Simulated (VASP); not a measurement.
Here is a VASP 6.6.1 calculation.

The input INCAR:

```
ALGO = Normal ; EDIFF = 1E-7
ENCUT = 520 ; GGA = PE
ISIF = 2 ; ISMEAR = -1
LASPH = True ; LCHARG = True
LELF = True ; LREAL = False
LVHAR = True ; LWAVE = False
NBANDS = 20 ; NELM = 80
PREC = Accurate ; SIGMA = 0.1
```

File KPOINTS:

```
k-points
0
Gamma
  18 18 10
```

POSCAR

```
V
1.0
    2.3969684065      0.0000000000      0.0000000000
   -1.1984842032      2.0758355321      0.0000000000
    0.0000000000      0.0000000000      4.3329844074
V
2
Direct
    0.3333333333      0.6666666667      0.2500000000
    0.6666666667      0.3333333333      0.7500000000
```

Potentials or basis: VASP PAW PBE potentials, release 64 (V_sv).

The run is started by

```bash
$ cat potpaw_PBE.64/V_sv/POTCAR > POTCAR
$ mpirun -np 1 vasp_std > vasp.out
```

Question: What does it give for the band gap on the k mesh?

Answer: Zero (bands 13 and 14 overlap by 2.99 eV).

Question: What does it give for the pressure?

Answer: 69.9 GPa.

Stress tensor (GPa, compression positive):
```
70.05  0.00  0.00
 0.00 70.05  0.00
 0.00  0.00 69.63
```

Caveat: the cell stands under pressure.
